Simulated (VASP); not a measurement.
A run of VASP 6.6.1 is set up as follows.

The input INCAR:

```
PREC = Accurate
ENCUT = 570
EDIFF = 1E-6
ISMEAR = 0
SIGMA = 0.15
LREAL = False
LASPH = True
NELM = 120
ALGO = Normal
ISIF = 2
LWAVE = False
LCHARG = False
NBANDS = 25
GGA_COMPAT = False
```

The input KPOINTS:

```
regular mesh
0
Gamma
  18 18 10
```

File POSCAR:

```
Pt
1.0
    2.6404892193      0.0000000000      0.0000000000
   -1.3202446096      2.2867307423      0.0000000000
    0.0000000000      0.0000000000      4.5604625585
Pt
2
Direct
    0.6666666667      0.3333333333      0.7500000000
    0.3333333333      0.6666666667      0.2500000000
```

Potentials or basis: VASP PAW LDA potentials, release 64 (Pt_sv_GW).

Run with:

```console
$ cat potpaw_LDA.64/Pt_sv_GW/POTCAR > POTCAR
$ mpirun -np 1 vasp_std > vasp.out
```

(1) Estimate the pressure.

(2) Estimate the band gap on the k mesh.

Answers

(1) 27.8 GPa.

(2) zero (bands 18 and 19 overlap by 1.63 eV).

Caveat: the cell stands under pressure; spin-orbit coupling is left out, which moves the levels of the heavy elements.
